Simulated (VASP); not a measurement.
# Ge (Fd-3m) in VASP: notebook, part 2 of 2

VASP 6.6.1.

### 3 Single point, RPBE (volume scaled by 0.92)

File INCAR:

```
SYSTEM = Ge
ALGO = Normal ; EDIFF = 1E-7
ENCUT = 520 ; GGA = RP
ISIF = 2 ; ISMEAR = -1
LASPH = .True. ; LCHARG = .False.
LREAL = .False. ; LWAVE = .False.
NBANDS = 21 ; NELM = 60
PREC = Accurate ; SIGMA = 0.05
```

File KPOINTS:

```
k-points
0
Gamma
  9 9 9
  0 0 0
```

File POSCAR:

```
Ge
1.0
    0.0000000000      2.8333535486      2.8333535486
    2.8333535486      0.0000000000      2.8333535486
    2.8333535486      2.8333535486      0.0000000000
Ge
2
Direct
    0.5000000000      0.5000000000      0.5000000000
    0.7500000000      0.7500000000      0.7500000000
```

Potentials or basis: VASP PAW PBE potentials, release 64 (Ge_d).

Started as:

```sh
> cat potpaw_PBE.64/Ge_d/POTCAR > POTCAR
> mpirun -np 1 vasp_std > vasp.out
```

OUTCAR:

```text
SYSTEM = Ge
   EDIFF = 1E-7
   ENCUT = 520
   GGA = RP
   ISIF = 2
   ISMEAR = -1
   LASPH = .True.
   LREAL = .False.
   NELM = 60
   PREC = Accurate

 ion  position               nearest neighbor table
   1  0.500  0.500  0.500-   2 2.45   2 2.45   2 2.45   2 2.45
   2  0.750  0.750  0.750-   1 2.45   1 2.45   1 2.45   1 2.45

  LATTYP: Found a face centered cubic cell.
 ALAT       =     5.6667070972

  Lattice vectors:

 A1 = (   0.0000000000,   2.8333535486,   2.8333535486)
 A2 = (   2.8333535486,   0.0000000000,   2.8333535486)
 A3 = (   2.8333535486,   2.8333535486,   0.0000000000)

Analysis of symmetry for initial positions (statically):
=====================================================================
 Subroutine PRICEL returns:
 Original cell was already a primitive cell.

 Routine SETGRP: Setting up the symmetry group for a
 face centered cubic supercell.

 Subroutine GETGRP returns: Found 48 space group operations
 (whereof 24 operations were pure point group operations)
 out of a pool of 48 trial point group operations.

The static configuration has the point symmetry T_d .
 The point group associated with its full space group is O_h .

Analysis of symmetry for dynamics (positions and initial velocities):
=====================================================================
 Subroutine PRICEL returns:
 Original cell was already a primitive cell.

 Routine SETGRP: Setting up the symmetry group for a
 face centered cubic supercell.

 Subroutine GETGRP returns: Found 48 space group operations
 (whereof 24 operations were pure point group operations)
 out of a pool of 48 trial point group operations.

The dynamic configuration has the point symmetry T_d .
 The point group associated with its full space group is O_h .

 Subroutine INISYM returns: Found 48 space group operations
 (whereof 24 operations are pure point group operations),
 and found     1 'primitive' translations

----------------------------------------------------------------------------------------

                                     Primitive cell

  volume of cell :      45.4917

  direct lattice vectors                    reciprocal lattice vectors
     0.000000000  2.833353549  2.833353549    -0.176469329  0.176469329  0.176469329
     2.833353549  0.000000000  2.833353549     0.176469329 -0.176469329  0.176469329
     2.833353549  2.833353549  0.000000000     0.176469329  0.176469329 -0.176469329

  length of vectors
     4.006967015  4.006967015  4.006967015     0.305653844  0.305653844  0.305653844

  position of ions in fractional coordinates (direct lattice)
     0.500000000  0.500000000  0.500000000
     0.750000000  0.750000000  0.750000000

  ion indices of the primitive-cell ions
   primitive index   ion index
                 1           1
                 2           2

----------------------------------------------------------------------------------------

 KPOINTS: k-points

Automatic generation of k-mesh.
 Grid dimensions read from file:
 generate k-points for:    9    9    9

 Generating k-lattice:

  Cartesian coordinates                     Fractional coordinates (reciprocal lattice)
    -0.019607703  0.019607703  0.019607703     0.111111111  0.000000000  0.000000000
     0.019607703 -0.019607703  0.019607703     0.000000000  0.111111111  0.000000000
     0.019607703  0.019607703 -0.019607703     0.000000000  0.000000000  0.111111111

  Length of vectors
     0.033961538  0.033961538  0.033961538

  Shift w.r.t. Gamma in fractional coordinates (k-lattice)
     0.000000000  0.000000000  0.000000000

 Subroutine IBZKPT returns following result:
 ===========================================

 Found     35 irreducible k-points:

 Following reciprocal coordinates:
            Coordinates               Weight
  0.000000  0.000000  0.000000      1.000000
  0.111111  0.000000  0.000000      8.000000
  0.222222  0.000000  0.000000      8.000000
  0.333333  0.000000  0.000000      8.000000
  0.444444  0.000000  0.000000      8.000000
  0.111111  0.111111  0.000000      6.000000
[... 16 lines left out ...]
 -0.333333  0.333333  0.000000     12.000000
  0.444444  0.444444  0.000000      6.000000
 [... further k-points ...]
   k-points           NKPTS =     35   k-points in BZ     NKDIM =     35   number of bands    NBANDS=     21
   number of dos      NEDOS =    301   number of ions     NIONS =      2
   total plane-waves  NPLWV =  27000
   dimension x,y,z NGX =    30 NGY =   30 NGZ =   30
   dimension x,y,z NGXF=    60 NGYF=   60 NGZF=   60
   ions per type =               2
   NGX,Y,Z   is equivalent  to a cutoff of  12.45, 12.45, 12.45 a.u.
   NGXF,Y,Z  is equivalent  to a cutoff of  24.89, 24.89, 24.89 a.u.
 SYSTEM =  Ge
   PREC   = accura    normal or accurate (medium, high low for compatibility)
   ISTART =      0    job   : 0-new  1-cont  2-samecut
   ICHARG =      2    charge: 1-file 2-atom 10-const
   ISPIN  =      1    spin polarized calculation?
   LNONCOLLINEAR =      F non collinear calculations
   LSORBIT =      F    spin-orbit coupling
   LASPH  =      T    aspherical Exc in radial PAW
   ENCUT  =  520.0 eV  38.22 Ry    6.18 a.u.   7.45  7.45  7.45*2*pi/ulx,y,z
   NELM   =     60;   NELMIN=  2; NELMDL= -5     # of ELM steps
   EDIFF  = 0.1E-06   stopping-criterion for ELM
   LREAL  =      F    real-space projection
   EDIFFG = 0.1E-05   stopping-criterion for IOM
   NSW    =      0    number of steps for IOM
   IBRION =     -1    ionic relax: 0-MD 1-quasi-New 2-CG
   NFREE  =      0    steps in history (QN), initial steepest desc. (CG)
   ISIF   =      2    stress and relaxation
   ISYM   =      2    0-nonsym 1-usesym 2-fastsym
   POTIM  = 0.5000    time-step for ionic-motion
   TEBEG  =    0.0;   TEEND  =   0.0 temperature during run
   PSTRESS=    0.0 pullay stress
   NELECT =      28.0000    total number of electrons
   NUPDOWN=      -1.0000    fix difference up-down
   EMIN   =  10.00;   EMAX   =-10.00  energy-range for DOS
   EFERMI =   0.00;   METHOD = LEGACY
   ISMEAR =    -1;   SIGMA  =   0.05  broadening in eV -4-tet -1-fermi 0-gaus
   EFERMI_NEDOS =   21; number of points for ismear=-14 and -15
   IALGO  =     38    algorithm
   IMIX   =      4    mixing-type and parameters
     AMIX     =   0.40;   BMIX     =  1.00
     AMIX_MAG =   1.60;   BMIX_MAG =  1.00
  volume/ion in A,a.u.               =      22.75       153.50
  Fermi-wavevector in a.u.,A,eV,Ry     =   1.392569  2.631574 26.385079  1.939249
  Thomas-Fermi vector in A             =   2.516299
   LORBIT       =      0    0 simple, 1 ext, 2 COOP (PROOUT), +10 PAW based schemes
   GGA     = RP    functional components
   LHFCALC =     F    Hartree Fock is set to
   AEXX    =    0.0000 exact exchange contribution
   IVDW    =     0    specifies the selected vdW correction
   LEPSILON=     F    determine dielectric tensor
   LRPA    =     F    only Hartree local field effects (RPA)
 non-spin polarized calculation
  energy-cutoff  :      520.00
  volume of cell :       45.49
 maximum number of plane-waves:      1243
 NGX is ok and might be reduce to    30
   NGX = 15   NGY = 15   NGZ = 15

 number of electron      28.0000018 magnetization

 Free energy of the ion-electron system (eV)
  ---------------------------------------------------
  ext. energy  EPLUGINS =         0.00000000
  ---------------------------------------------------
  free energy    TOTEN  =        -8.30921768 eV

  energy without entropy =       -8.30881661  energy(sigma->0) =       -8.30901715

 E-fermi :   5.1370     XC(G=0):  -9.7270

 val. band max:        5.0565744931   @ k =   0.0000   0.0000   0.0000
 cond. band min:       5.1631940682   @ k =   0.0000   0.0000   0.0000
 fundamental gap:      0.1066195751
 Fermi energy:         5.1370283647

 k-point     1 :       0.0000    0.0000    0.0000
  band No.  band energies     occupation
      1     -19.7771      2.00000
      2     -19.7771      2.00000
      3     -19.7771      2.00000
      4     -19.7417      2.00000
      5     -19.7417      2.00000
      6     -19.5345      2.00000
[... 13 lines left out ...]
     20      14.4849      0.00000
     21      14.4849      0.00000

 k-point     2 :       0.1111    0.0000    0.0000
  band No.  band energies     occupation
      1     -19.7838      2.00000
      2     -19.7838      2.00000
      3     -19.7751      2.00000
      4     -19.7324      2.00000
      5     -19.7324      2.00000
      6     -19.5447      2.00000
[... 520 lines left out ...]
 k-point    24 :       0.4444    0.4444    0.0000
  band No.  band energies     occupation
      1     -19.8096      2.00000
      2     -19.8096      2.00000
      3     -19.7448      2.00000
      4     -19.7050      2.00000
      5     -19.6482      2.00000
      6     -19.6100      2.00000
[... 13 lines left out ...]
     20      17.5059      0.00000
     21      17.8552      0.00000

 [... further k-points ...]
[... 5 lines left out ...]
  --------------------------------------------------------------------------------------
  -------------------------------------------------------------------------------------
  Total        1.3870716      1.3870716      1.3870716      0.0000000      0.0000000     -0.0000000
  in kB       48.8514177     48.8514177     48.8514177      0.0000000      0.0000000     -0.0000000
  external PRESSURE =      48.8514177 kB  Pullay stress =       0.0000000 kB

 VOLUME and BASIS-vectors are now :
 -----------------------------------------------------------------------------
  energy-cutoff  :      520.00
  volume of cell :       45.49
      direct lattice vectors                 reciprocal lattice vectors
     0.000000000  2.833353549  2.833353549    -0.176469329  0.176469329  0.176469329
     2.833353549  0.000000000  2.833353549     0.176469329 -0.176469329  0.176469329
     2.833353549  2.833353549  0.000000000     0.176469329  0.176469329 -0.176469329

 POSITION                                       TOTAL-FORCE (eV/Angst)
 -----------------------------------------------------------------------------------
      2.83335      2.83335      2.83335        -0.000000     -0.000000     -0.000000
      4.25003      4.25003      4.25003         0.000000      0.000000      0.000000
 -----------------------------------------------------------------------------------
    total drift:                                0.000000     -0.000000      0.000000

  FREE ENERGIE OF THE ION-ELECTRON SYSTEM (eV)
  ---------------------------------------------------
  free  energy   TOTEN  =        -8.3092176846 eV

  energy  without entropy=       -8.3088166145  energy(sigma->0) =       -8.30901715
```

stdout:

```text
POSCAR found type information on POSCAR Ge
 POSCAR found :  1 types and       2 ions
 scaLAPACK will be used
 -----------------------------------------------------------------------------
|                                                                             |
|                                                                             |
|     You enforced a specific xc type in the INCAR file but a different       |
|     I HOPE YOU KNOW WHAT YOU ARE DOING!                                     |
|                                                                             |
 -----------------------------------------------------------------------------

 LDA part: xc-table for (Slater+PW92), standard interpolation
 POSCAR, INCAR and KPOINTS ok, starting setup
 FFT: planning ... GRIDC
 FFT: planning ... GRID_SOFT
 FFT: planning ... GRID
 WAVECAR not read
 entering main loop
```

Wall time 31 s (1 thread of Intel Xeon Platinum 8375C at 2.90GHz (Ice Lake), shared host); peak memory 0.17 GiB.

What came out:

- Free energy: -8.3092 eV
- Pressure: 4.9 GPa
- Band gap on the k mesh: 0.11 eV, direct

Caveat: the PAW data sets were made with another functional, which shifts forces and pressure a little.

### 4 Single point, RPBE (volume scaled by 0.96)

File INCAR:

```
PREC = Accurate ; ENCUT = 520
EDIFF = 1E-6 ; ISMEAR = -1
SIGMA = 0.05 ; LREAL = False
LASPH = True ; NELM = 60
ALGO = Normal ; ISIF = 2
LWAVE = False ; LCHARG = False
GGA = RP ; NBANDS = 21
```

File KPOINTS:

```
regular mesh
0
Gamma
  9 9 9
```

File POSCAR:

```
Ge
1.0
    0.0000000000      2.8738354972      2.8738354972
    2.8738354972      0.0000000000      2.8738354972
    2.8738354972      2.8738354972      0.0000000000
Ge
2
Direct
    0.5000000000      0.5000000000      0.5000000000
    0.7500000000      0.7500000000      0.7500000000
```

Started as:

```sh
> cat potpaw_PBE.64/Ge_d/POTCAR > POTCAR
> mpirun -np 1 vasp_std > vasp.out
```

It took 30 s on 1 thread of Intel Xeon Platinum 8375C at 2.90GHz (Ice Lake), shared host; peak memory 0.18 GiB.

It converged, with:

- Free energy: -8.3522 eV
- Pressure: 1.9 GPa
- Band gap on the k mesh: zero (filled and empty bands touch)

Levels at points of the mesh, in eV from the Fermi level:
```
           k point  band 10  band 11  band 12  band 13  band 14  band 15  band 16  band 17  band 18  band 19
(0.00, 0.00, 0.00)   -24.56   -12.40    -0.29    -0.01    -0.01    -0.01     2.53     2.53     2.53     6.52
```

Caveat: the PAW data sets were made with another functional, which shifts forces and pressure a little.

### 5 Overview

```tsv
cell	gap on the mesh (eV)	pressure (GPa)
a = 3.948 Å, angles 60.0°, 2 atoms	0.42	8.7
a = 4.007 Å, angles 60.0°, 2 atoms	0.11	4.9
a = 4.064 Å, angles 60.0°, 2 atoms	none	1.9
```

Alike in all rows: task single point; level RPBE; potentials or basis VASP PAW PBE potentials, release 64 (Ge_d); no spin polarisation; k mesh 9 × 9 × 9; cutoff (eV) 520; smearing fermi-dirac 0.05 eV.

Caveats: the PAW data sets were made with another functional, which shifts forces and pressure a little.

Absolute energies hang on the potentials; compare differences alone.
